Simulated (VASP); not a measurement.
A run of VASP 6.6.1 is set up as follows.

The input INCAR:

```
SYSTEM = MoSe
ALGO = Normal
EDIFF = 1E-6
ENCUT = 520
GGA = PS
ISIF = 2
ISMEAR = 0
ISPIN = 2
LASPH = .True.
LCHARG = .True.
LELF = .True.
LMAXMIX = 4
LORBIT = 11
LREAL = .False.
LVHAR = .True.
LWAVE = .False.
MAGMOM = 0.24 0
NBANDS = 21
NELM = 150
PREC = Accurate
SIGMA = 0.1
```

The input KPOINTS:

```
k-points
0
Gamma
  6 6 6
  0 0 0
```

File POSCAR:

```
MoSe
1.0
    0.0000000000      2.7982149225      2.7982149225
    2.7982149225      0.0000000000      2.7982149225
    2.7982149225      2.7982149225      0.0000000000
Mo Se
1 1
Direct
    0.0000000000      0.0000000000      0.0000000000
    0.2500000000      0.2500000000      0.2500000000
```

Potentials or basis: VASP PAW PBE potentials, release 64 (Mo_sv, Se).

Command:

```bash
$ cat potpaw_PBE.64/Mo_sv/POTCAR potpaw_PBE.64/Se/POTCAR > POTCAR
$ mpirun -np 1 vasp_std > vasp.out
```

Problem. What does it give for the net moment?

Solution. 0.00 μB per cell.

Problem. Predict the band gap on the k mesh.

Solution. Zero (filled and empty bands overlap).

Problem. Predict the pressure.

Solution. -0.7 GPa.

Caveat: the PAW data sets were made with another functional, which shifts forces and pressure a little.
